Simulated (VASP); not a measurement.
# LiW3N3 (Pm-3m) in VASP: single point with PBE

Aim: the single point of LiW3N3 with PBE.

All numbers are computed with VASP 6.6.1; they aren't measurements. Logs are shortened: lines on timing, memory, paths and dates and some standing lists are left out, and cuts for length are marked.

### Step 1. The cell of the first run

Symmetry: Pm-3m, No. 221, cubic system. The conventional cell has a = 4.173 Å, b = 4.173 Å, c = 4.173 Å, α = 90.00°, β = 90.00°, γ = 90.00°. Within 2.8 Å of Li (site symmetry m-3m) lie 6 N at 2.09 Å. Within 2.8 Å of W (site symmetry 4/mmm) lie 4 N at 2.09 Å. Within 2.8 Å of N (site symmetry 4/mmm) lie 2 Li at 2.09 Å and 4 W at 2.09 Å.

### Step 2. Single point, PBE

Input file POSCAR:

```
LiW3N3
1.0
    4.1728127360      0.0000000000      0.0000000000
    0.0000000000      4.1728127360      0.0000000000
    0.0000000000      0.0000000000      4.1728127360
Li W N
1 3 3
Direct
    0.0000000000      0.0000000000      0.0000000000
    0.0000000000      0.5000000000      0.5000000000
    0.5000000000      0.0000000000      0.5000000000
    0.5000000000      0.5000000000      0.0000000000
    0.5000000000      0.0000000000      0.0000000000
    0.0000000000      0.5000000000      0.0000000000
    0.0000000000      0.0000000000      0.5000000000
```

Input file INCAR.step1:

```
SYSTEM = LiW3N3
PREC = Accurate ; ENCUT = 520
EDIFF = 1E-6 ; ISMEAR = 0
SIGMA = 0.1 ; LREAL = .FALSE.
LASPH = .TRUE. ; NELM = 100
ALGO = Normal ; ISIF = 2
LWAVE = .FALSE. ; LCHARG = .TRUE.
LMAXMIX = 4 ; GGA = PE
NBANDS = 39
```

Input file KPOINTS.step1:

```
regular mesh
0
G
  10 10 10
  0 0 0
```

Input file INCAR.step2:

```
SYSTEM = LiW3N3
PREC = Accurate ; ENCUT = 520
EDIFF = 1E-6 ; ISMEAR = -5
SIGMA = 0.1 ; LREAL = .FALSE.
LASPH = .TRUE. ; NELM = 100
ALGO = Normal ; ISIF = 2
LWAVE = .FALSE. ; LCHARG = .FALSE.
LMAXMIX = 4 ; GGA = PE
LORBIT = 10 ; NBANDS = 39
NEDOS = 2001 ; ICHARG = 11
```

Input file KPOINTS.step2:

```
regular mesh
0
G
  15 15 15
  0 0 0
```

Potentials or basis: VASP PAW PBE potentials, release 64 (Li_sv, W_sv, N).

Command:

```bash
$ cat potpaw_PBE.64/Li_sv/POTCAR potpaw_PBE.64/W_sv/POTCAR potpaw_PBE.64/N/POTCAR > POTCAR
$ cp INCAR.step1 INCAR
$ cp KPOINTS.step1 KPOINTS
$ mpirun -np 1 vasp_std > vasp.out
$ cp INCAR.step2 INCAR
$ cp KPOINTS.step2 KPOINTS
$ mpirun -np 1 vasp_std > vasp.out
```

OUTCAR:

```text
SYSTEM = LiW3N3
   PREC = Accurate
   ENCUT = 520
   EDIFF = 1E-6
   ISMEAR = -5
   LREAL = .FALSE.
   LASPH = .TRUE.
   NELM = 100
   ISIF = 2
   GGA = PE
   LORBIT = 10
   ICHARG = 11

 ion  position               nearest neighbor table
   1  0.000  0.000  0.000-   5 2.09   6 2.09   7 2.09   7 2.09   6 2.09   5 2.09   2 2.95   3 2.95
                             2 2.95   2 2.95   4 2.95   3 2.95   2 2.95   3 2.95   4 2.95   4 2.95
   2  0.000  0.500  0.500-   6 2.09   7 2.09   6 2.09   7 2.09   3 2.95   1 2.95   4 2.95   4 2.95
                             1 2.95   3 2.95   1 2.95   1 2.95   3 2.95   4 2.95   4 2.95   3 2.95
   3  0.500  0.000  0.500-   5 2.09   7 2.09   5 2.09   7 2.09   2 2.95   1 2.95   4 2.95   4 2.95
                             2 2.95   4 2.95   4 2.95   1 2.95   2 2.95   1 2.95   1 2.95   2 2.95
   4  0.500  0.500  0.000-   5 2.09   6 2.09   5 2.09   6 2.09   2 2.95   2 2.95   3 2.95   1 2.95
                             3 2.95   3 2.95   3 2.95   1 2.95   2 2.95   1 2.95   2 2.95   1 2.95
   5  0.500  0.000  0.000-   1 2.09   3 2.09   4 2.09   3 2.09   4 2.09   1 2.09
   6  0.000  0.500  0.000-   1 2.09   2 2.09   4 2.09   2 2.09   1 2.09   4 2.09
   7  0.000  0.000  0.500-   1 2.09   2 2.09   3 2.09   1 2.09   2 2.09   3 2.09

  LATTYP: Found a simple cubic cell.
 ALAT       =     4.1728127360

  Lattice vectors:

 A1 = (   4.1728127360,   0.0000000000,   0.0000000000)
 A2 = (   0.0000000000,   4.1728127360,   0.0000000000)
 A3 = (   0.0000000000,   0.0000000000,   4.1728127360)

Analysis of symmetry for initial positions (statically):
=====================================================================
 Subroutine PRICEL returns:
 Original cell was already a primitive cell.

 Routine SETGRP: Setting up the symmetry group for a
 simple cubic supercell.

 Subroutine GETGRP returns: Found 48 space group operations
 (whereof 48 operations were pure point group operations)
 out of a pool of 48 trial point group operations.

The static configuration has the point symmetry O_h .

Analysis of symmetry for dynamics (positions and initial velocities):
=====================================================================
 Subroutine PRICEL returns:
 Original cell was already a primitive cell.

 Routine SETGRP: Setting up the symmetry group for a
 simple cubic supercell.

 Subroutine GETGRP returns: Found 48 space group operations
 (whereof 48 operations were pure point group operations)
 out of a pool of 48 trial point group operations.

The dynamic configuration has the point symmetry O_h .

 Subroutine INISYM returns: Found 48 space group operations
 (whereof 48 operations are pure point group operations),
 and found     1 'primitive' translations

[... 128 lines left out ...]
  Fermi-wavevector in a.u.,A,eV,Ry     =   1.535900  2.902431 32.096003  2.358990
  Thomas-Fermi vector in A             =   2.642624
   LORBIT       =     10    0 simple, 1 ext, 2 COOP (PROOUT), +10 PAW based schemes
   GGA     = PE    functional components
   LHFCALC =     F    Hartree Fock is set to
   AEXX    =    0.0000 exact exchange contribution
   IVDW    =     0    specifies the selected vdW correction
   LEPSILON=     F    determine dielectric tensor
   LRPA    =     F    only Hartree local field effects (RPA)
 non-spin polarized calculation
 Fermi weights with tetrahedron method with Bloechl corrections
  energy-cutoff  :      520.00
  volume of cell :       72.66
 maximum number of plane-waves:      1977
 NGX is ok and might be reduce to    32

 number of electron      59.9999995 magnetization

 Free energy of the ion-electron system (eV)
  ---------------------------------------------------
  ext. energy  EPLUGINS =         0.00000000
  ---------------------------------------------------
  free energy    TOTEN  =       -69.59909256 eV

  energy without entropy =      -69.59909256  energy(sigma->0) =      -69.59909256

 E-fermi :  10.5546     XC(G=0): -13.1390

 val. band max:       10.6320644014   @ k =   0.2667   0.2667   0.2667
 cond. band min:      10.5209137328   @ k =   0.2667   0.2000   0.0667
 fundamental gap:     -0.1111506686
 Fermi energy:        10.5546121044

 k-point     1 :       0.0000    0.0000    0.0000
  band No.  band energies     occupation
      1     -64.4128      2.00000
      2     -64.3432      2.00000
      3     -64.3432      2.00000
      4     -35.3254      2.00000
      5     -28.9485      2.00000
      6     -28.9485      2.00000
[... 997 lines left out ...]
     38      14.4569      0.00000
     39      15.4344      0.00000

 [... further k-points ...]

------------------------ aborting loop because EDIFF is reached ----------------------------------------

  FORCE on cell =-STRESS in cart. coord.  units (eV):
  Direction    XX          YY          ZZ          XY          YZ          ZX
  --------------------------------------------------------------------------------------
  -------------------------------------------------------------------------------------
  Total        0.4565098      0.4565098      0.4565098      0.0000000      0.0000000     -0.0000000
  in kB       10.0663968     10.0663968     10.0663968      0.0000000      0.0000000     -0.0000000
  external PRESSURE =      10.0663968 kB  Pullay stress =       0.0000000 kB

 VOLUME and BASIS-vectors are now :
 -----------------------------------------------------------------------------
  energy-cutoff  :      520.00
  volume of cell :       72.66
      direct lattice vectors                 reciprocal lattice vectors
     4.172812736  0.000000000  0.000000000     0.239646508  0.000000000  0.000000000
     0.000000000  4.172812736  0.000000000     0.000000000  0.239646508  0.000000000
     0.000000000  0.000000000  4.172812736     0.000000000  0.000000000  0.239646508

 POSITION                                       TOTAL-FORCE (eV/Angst)
 -----------------------------------------------------------------------------------
      0.00000      0.00000      0.00000         0.000000      0.000000      0.000000
      0.00000      2.08641      2.08641         0.000000      0.000000      0.000000
      2.08641      0.00000      2.08641         0.000000      0.000000      0.000000
      2.08641      2.08641      0.00000         0.000000      0.000000      0.000000
      2.08641      0.00000      0.00000         0.000000      0.000000      0.000000
      0.00000      2.08641      0.00000         0.000000      0.000000      0.000000
      0.00000      0.00000      2.08641         0.000000      0.000000      0.000000
 -----------------------------------------------------------------------------------
    total drift:                                0.000000     -0.000000     -0.000000

  FREE ENERGIE OF THE ION-ELECTRON SYSTEM (eV)
  ---------------------------------------------------
  free  energy   TOTEN  =       -69.5990925594 eV

  energy  without entropy=      -69.5990925594  energy(sigma->0) =      -69.59909256

 total charge

# of ion       s       p       d       tot
------------------------------------------
    1        2.027   0.079   0.000   2.106
    2        2.332   6.367   3.321  12.020
    3        2.332   6.367   3.321  12.020
    4        2.332   6.367   3.321  12.020
    5        1.242   2.542   0.000   3.784
    6        1.242   2.542   0.000   3.784
    7        1.242   2.542   0.000   3.784
--------------------------------------------------
tot         12.748  26.806   9.963  49.517
```

Run time: 98 s. Hardware: 1 thread of Intel Xeon 6975P-C (Granite Rapids), shared host; peak memory 0.37 GiB.

What came out:

| Quantity | Value |
| --- | --- |
| Valence electrons inside the program's atomic spheres | Li 2.11; W 12.02; N 3.78 |

Levels at points of the mesh, in eV from the Fermi level:
```tsv
k point	band 27	band 28	band 29	band 30	band 31	band 32	band 33	band 34
(0.00, 0.00, 0.00)	-2.76	-2.76	-2.76	-0.47	-0.47	-0.47	1.24	1.24
```

Caveat: the cutoff is under 1.25 times the usual one of these potentials, so pressure, stress and relaxed cells hold a basis-set (Pulay) error; spin-orbit coupling is left out, which moves the levels of the heavy elements.
